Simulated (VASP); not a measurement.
GePbSe2:

```
CELL_PARAMETERS angstrom
2.07965 1.20068 6.86897
-2.07965 1.20068 6.86897
0.00000 -2.40137 6.86897
ATOMIC_POSITIONS crystal
Ge 0.00000 0.00000 0.00000
Pb 0.50000 0.50000 0.50000
Se 0.25861 0.25861 0.25861
Se 0.74139 0.74139 0.74139
```

Base run:

| Quantity | Value |
| --- | --- |
| Program | VASP 6.6.1 |
| Functional | PBE |
| Potentials or basis | VASP PAW PBE potentials, release 64 (Ge_d, Pb_d, Se) |
| Cutoff | 520 eV |
| k mesh | 8 × 8 × 8 |
| Occupations | fermi-dirac, width 0.02 eV |
| Spin | no spin polarisation |

Its results: band gap on the k mesh 0.13 eV; pressure 1.1 GPa; largest force 0.033 eV/Å.

**Question.** The run is repeated on the same cell with these changes: functional from PBE to r2SCAN. What comes out?

**Answer.** Band gap on the k mesh 0.32 eV; pressure 0.0 GPa; largest force 0.009 eV/Å.

Caveats: spin-orbit coupling is left out, which moves the levels of the heavy elements; the PAW data sets were made with another functional, which shifts forces and pressure a little (at least some runs).

A k mesh can miss the band edges.
